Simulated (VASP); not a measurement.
Here is a VASP 6.6.1 calculation.

INCAR

```
PREC     = Accurate       # precision mode
ENCUT    = 520            # plane-wave cutoff, eV
EDIFF    = 1E-7           # SCF threshold, eV
ISMEAR   = -1             # smearing method
SIGMA    = 0.1            # smearing width, eV
LREAL    = False          # projectors in reciprocal space
LASPH    = True           # aspherical terms in the spheres
NELM     = 100            # most SCF steps
ALGO     = Normal         # electronic algorithm
ISIF     = 2              # what is computed and relaxed
LWAVE    = False          # write WAVECAR
LCHARG   = False          # write CHGCAR
GGA      = PE             # functional
NBANDS   = 18             # bands
```

The input KPOINTS:

```
Automatic mesh
0
Gamma
  20 20 10
```

File POSCAR:

```
Ta
1.0
    2.7777696388      0.0000000000      0.0000000000
   -1.3888848194      2.4056190731      0.0000000000
    0.0000000000      0.0000000000      4.9360027057
Ta
2
Direct
    0.3333333333      0.6666666667      0.2500000000
    0.6666666667      0.3333333333      0.7500000000
```

Potentials or basis: VASP PAW PBE potentials, release 64 (Ta_pv).

Launch:

```console
$ cat potpaw_PBE.64/Ta_pv/POTCAR > POTCAR
$ mpirun -np 1 vasp_std > vasp.out
```

Q: Predict the pressure.

A: 31.1 GPa.

Q: Estimate the band gap on the k mesh.

A: Zero (band 11 reaches 8.70 eV, above the bottom of band 12 at 5.86 eV).

Stress tensor (GPa, compression positive):
```
32.13  0.00  0.00
 0.00 32.13  0.00
 0.00  0.00 29.12
```

Caveat: spin-orbit coupling is left out, which moves the levels of the heavy elements.
